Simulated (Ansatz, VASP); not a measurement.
**Ge in VASP and in Ansatz**

The input POSCAR:

```
Ge
1.0
    0.0000000000      2.8286800000      2.8286800000
    2.8286800000      0.0000000000      2.8286800000
    2.8286800000      2.8286800000      0.0000000000
Ge
2
Direct
    0.5000000000      0.5000000000      0.5000000000
    0.7500000000      0.7500000000      0.7500000000
```

Contents of INCAR.step1:

```
  PREC = Accurate
  ENCUT = 600
  ISMEAR = -1
  SIGMA = 0.05
  LREAL = False
  LASPH = True
  NELM = 80
  GGA = PE
  ALGO = Normal
  EDIFF = 1E-4
  LWAVE = True
  LCHARG = False
```

Contents of INCAR.step2:

```
  PREC = Accurate
  ENCUT = 600
  EDIFF = 1E-6
  ISMEAR = -1
  SIGMA = 0.05
  LREAL = False
  LASPH = True
  NELM = 80
  ALGO = Normal
  ISIF = 3
  LWAVE = False
  LCHARG = False
  METAGGA = R2SCAN
  LMIXTAU = True
  IBRION = 2
  NSW = 80
  EDIFFG = -0.01
  ISTART = 1
```

Contents of KPOINTS:

```
Automatic mesh
0
Gamma
  5 5 5
```

Input for Ansatz:

```yaml
crystal:
  lattice:
    - [0.0, 2.82868, 2.82868]
    - [2.82868, 0.0, 2.82868]
    - [2.82868, 2.82868, 0.0]
  atoms:
    - { symbol: Ge, position: [0.5, 0.5, 0.5] }
    - { symbol: Ge, position: [0.75, 0.75, 0.75] }
hamiltonian:
  xc: r2scan
  pseudopotentials:
    kind: paw
    azcp:
      Ge: "pseudopotentials/Ge.paw.azcp"
basis:
  ecutwfc: 500
  fft_grid_basis: typed
kpoints:
  mp_grid: { grid: [5, 5, 5], shift: [0, 0, 0] }
magnetization:
  spin_polarized: false
scf:
  occupations: { method: fermi_dirac, width: 0.05 }
relax:
  max_steps: 60
  f_tol: 0.01
  cell: {}
```

Alike in both runs: task relaxation of cell and atoms; functional r2SCAN; k mesh 5 × 5 × 5; occupations fermi-dirac, width 0.05 eV; no spin polarisation.

|  | VASP | Ansatz |
| --- | --- | --- |
| version | VASP 6.6.1 | Ansatz 0.2.0 |
| potentials or method | VASP PAW PBE potentials, release 64 (Ge_d), cutoff 600 eV | plane waves (500 eV) with PAW, scalar-relativistic |
| valence electrons in the cell | 28 | 28 |

|  | VASP | Ansatz | Ansatz less VASP |
| --- | --- | --- | --- |
| relaxed volume (Å³/atom) | 22.84 | 22.81 | -0.029 |
| relaxed cell length with the largest relative difference (Å) | 4.012 | 4.011 | -0.0017 |

VASP's potentials were made for PBE, not for r2SCAN.
